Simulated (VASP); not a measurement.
Cu, 1 atom in the cell. It takes space group Fm-3m (No. 225, cubic). Conventional cell: a = 3.615 Å, b = 3.615 Å, c = 3.615 Å, α = 90.00°, β = 90.00°, γ = 90.00°. Cu (site symmetry m-3m) has 12 Cu at 2.56 Å within 3.4 Å. 

* Program: VASP 6.6.1
* Task: relaxation of cell and atoms
* Functional: LDA
* Potentials or basis: VASP PAW LDA potentials, release 64 (Cu_sv_GW)
* Cutoff: 700 eV
* k mesh: 12 × 12 × 12
* Occupations: fermi-dirac, width 0.05 eV
* Spin: no spin polarisation
* Dipole correction: no
* Second run: valence_matched
* Further INCAR settings: ALGO = Normal; EDIFF = 1e-07; IBRION = 2; EDIFFG = -0.01; NSW = 80; ISIF = 3

Potentials or basis: VASP PAW LDA potentials, release 64 (Cu_sv_GW).

Command:

```bash
$ cat potpaw_LDA.64/Cu_sv_GW/POTCAR > POTCAR
$ mpirun -np 1 vasp_std > vasp.out
```

Hardware: 1 thread of AMD EPYC 9R45 96-Core Processor (Zen 5), on a shared host.

Q: How long does it take, and how much memory?

A: Wall time 29 s on 1 thread of AMD EPYC 9R45 96-Core Processor (Zen 5) (shared host), peak memory 0.14 GiB. Counts: scf iterations 39, k points 72, ion steps 4.
